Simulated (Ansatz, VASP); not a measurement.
## Two plane-wave programs on Sc

File POSCAR:

```
Sc
1.0
    0.0000000000      2.3208600778      2.3208600778
    2.3208600778      0.0000000000      2.3208600778
    2.3208600778      2.3208600778      0.0000000000
Sc
1
Direct
    0.0000000000      0.0000000000      0.0000000000
```

INCAR.step1

```
  ALGO = Normal
  EDIFF = 1E-4
  ENCUT = 600
  GGA = PE
  ISMEAR = -1
  LASPH = True
  LCHARG = False
  LREAL = False
  LWAVE = True
  NELM = 100
  PREC = Accurate
  SIGMA = 0.1
```

INCAR.step2

```
  ALGO = Normal
  EDIFF = 1E-7
  EDIFFG = -0.01
  ENCUT = 600
  IBRION = 2
  ISIF = 3
  ISMEAR = -1
  ISTART = 1
  LASPH = True
  LCHARG = False
  LMIXTAU = True
  LREAL = False
  LWAVE = False
  METAGGA = R2SCAN
  NELM = 100
  NSW = 80
  PREC = Accurate
  SIGMA = 0.1
```

KPOINTS

```
k-points
0
Gamma
  12 12 12
```

Input for Ansatz:

```yaml
crystal:
  lattice:
    - [0.0, 2.3208600778, 2.3208600778]
    - [2.3208600778, 0.0, 2.3208600778]
    - [2.3208600778, 2.3208600778, 0.0]
  atoms:
    - { symbol: Sc, position: [0.0, 0.0, 0.0] }
hamiltonian:
  xc: r2scan
  pseudopotentials:
    kind: paw
    azcp:
      Sc: "pseudopotentials/Sc.paw.azcp"
basis:
  ecutwfc: 500
  fft_grid_basis: typed
kpoints:
  mp_grid: { grid: [12, 12, 12], shift: [0, 0, 0] }
magnetization:
  spin_polarized: false
scf:
  occupations: { method: fermi_dirac, width: 0.1 }
relax:
  max_steps: 60
  f_tol: 0.01
  cell: {}
output:
  write_density: true
  write_potential: true
  elf: true
  volumetric_format: npy
```

Alike in both runs: task relaxation of cell and atoms; functional r2SCAN; k mesh 12 × 12 × 12; occupations fermi-dirac, width 0.1 eV; no spin polarisation.

```csv
,VASP,Ansatz
version,VASP 6.6.1,Ansatz 0.2.0
potentials or method,"VASP PAW PBE potentials, release 64 (Sc_sv), cutoff 600 eV","plane waves (500 eV) with PAW, scalar-relativistic"
valence electrons in the cell,11,11
```

```tsv
	VASP	Ansatz	Ansatz less VASP
relaxed volume (Å³/atom)	25.26	25.19	-0.073
relaxed length of the cell vector where the two differ most in proportion (Å)	3.293	3.290	-0.0032
```

VASP's potentials were made for PBE, not for r2SCAN.
